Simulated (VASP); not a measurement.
Runs of VASP 6.6.1 on VH2. The structure is that of space group Fm-3m (No. 225), or close to it. The cells are those of the table. 

```tsv
task	cell	k mesh	cutoff (eV)	gap on the mesh (eV)	pressure (GPa)	relaxed volume (Å³/atom)
single point	a = 3.020 Å, angles 60.0°, 3 atoms	16 × 16 × 16	520	none	(a)	-
single point	a = 2.884 Å, angles 60.0°, 3 atoms	18 × 18 × 18	520	none	13.5	-
relaxation of cell and atoms	relaxed from a = 3.020 Å, angles 60.0°, 3 atoms	8 × 8 × 8	600	none	-0.4	6.04
single point	a = 2.822 Å, angles 60.0°, 3 atoms	18 × 18 × 18	520	none	(b)	-
relaxation of cell and atoms	relaxed from a = 2.947 Å, angles 60.0°, 3 atoms	18 × 18 × 18	600	none	0.0	6.02
```

Alike in all rows: level PBEsol; potentials or basis VASP PAW PBE potentials, release 64 (V_sv, H); no spin polarisation; smearing gaussian 0.1 eV.

Q: Estimate the missing entries.

A: (a) -12.4; (b) 31.6.

Caveats: the PAW data sets were made with another functional, which shifts forces and pressure a little.

A gap of «none» marks levels without a gap at the run's occupations.
